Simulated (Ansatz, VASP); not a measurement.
**H2C18O: VASP beside Ansatz**

```xyz
21
Lattice="7.3980 0.0000 0.0000 -3.6990 6.4069 0.0000 0.0000 0.0000 12.0000" Properties=species:S:1:pos:R:3 pbc="T T T"
C    -0.0330   -0.0094    0.6845
C     1.1907    0.6974    0.6855
C    -1.2806    2.1242    0.6860
C    -0.0327    2.8448    0.6853
C    -2.5086    4.2740    0.6845
C    -1.2806    4.9825    0.6854
C     2.4184   -0.0114    0.6857
C     3.6662    0.7090    0.6856
C     1.1909    2.1385    0.6851
C     2.4182    2.8474    0.6838
C    -0.0326    4.2621    0.6849
C     1.1910    4.9684    0.6837
C     4.8897    0.0022    0.6850
C     6.1171    0.7111    0.6854
C     3.6658    2.1266    0.6854
C     4.8896    2.8329    0.6858
C     2.4182    4.2598    0.6824
C     3.6656    4.9801    0.6829
O     3.2517    4.6419    4.3685
H     4.0690    4.1380    4.2306
H     3.5416    5.5659    4.3139
```

Alike in both runs: functional PBE; k mesh 2 × 2 × 1; occupations fermi-dirac, width 0.02 eV; no spin polarisation.

Ansatz relaxed the structure, and its values are those at the end. VASP's run is a single point on that final structure, the one shown.

```csv
,VASP,Ansatz
version,VASP 6.6.1,Ansatz 0.2.0
potentials or method,"VASP PAW PBE potentials, release 64 (C, O, H), cutoff 520 eV","scalar-relativistic, plane waves, PAW"
valence electrons in the cell,80,80
```

VASP gave:

| Item | Value |
| --- | --- |
| rms of the force components (eV/Å) | 0.025 |

Task: What did Ansatz give for the same quantities?

Result: rms of the force components (eV/Å): 0.005.

Ansatz's warnings: xc potential rough in thin density.

The k mesh is coarse, so the values compare programs but aren't converged.
